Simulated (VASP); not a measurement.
Runs of VASP 6.6.1 on Al. The structure is that of space group P6/mmm (No. 191), or close to it. The cells are those of the table. 

| task | cell | k mesh | cutoff (eV) | gap on the mesh (eV) | pressure (GPa) |
| --- | --- | --- | --- | --- | --- |
| relaxation of cell and atoms | relaxed from a = 4.544, b = 4.544, c = 2.785 Å, angles 90.0, 90.0, 120.0°, 3 atoms | 8 × 8 × 11 | 600 | none | 0.0 |
| single point | a = 4.614, b = 4.614, c = 2.850 Å, angles 90.0, 90.0, 120.0°, 3 atoms | 9 × 9 × 13 | 520 | none | -2.6 |
| single point | a = 4.673, b = 4.673, c = 2.886 Å, angles 90.0, 90.0, 120.0°, 3 atoms | 9 × 9 × 13 | 520 | none | (a) |
| single point | a = 4.554, b = 4.554, c = 2.813 Å, angles 90.0, 90.0, 120.0°, 3 atoms | 8 × 8 × 11 | 520 | none | 0.1 |
| single point | a = 4.493, b = 4.493, c = 2.775 Å, angles 90.0, 90.0, 120.0°, 3 atoms | 9 × 9 × 13 | 520 | none | 3.2 |
| single point | a = 4.730, b = 4.730, c = 2.921 Å, angles 90.0, 90.0, 120.0°, 3 atoms | 9 × 9 × 13 | 520 | none | -6.3 |
| single point | a = 4.429, b = 4.429, c = 2.736 Å, angles 90.0, 90.0, 120.0°, 3 atoms | 9 × 9 × 13 | 520 | none | (b) |
| single point | a = 4.554, b = 4.554, c = 2.813 Å, angles 90.0, 90.0, 120.0°, 3 atoms | 11 × 11 × 15 | 520 | none | 0.0 |
| single point | a = 4.554, b = 4.554, c = 2.813 Å, angles 90.0, 90.0, 120.0°, 3 atoms | 9 × 9 × 13 | 520 | none | 0.0 |
| single point | a = 4.364, b = 4.364, c = 2.695 Å, angles 90.0, 90.0, 120.0°, 3 atoms | 9 × 9 × 13 | 520 | none | 12.2 |

Alike in all rows: level PBEsol; potentials or basis VASP PAW PBE potentials, release 64 (Al); no spin polarisation; smearing fermi-dirac 0.1 eV.

Problem. Estimate the missing entries.

Solution. (a) -4.7; (b) 7.2.

Caveats: the PAW data sets were made with another functional, which shifts forces and pressure a little.

A gap of «none» marks levels without a gap at the run's occupations.
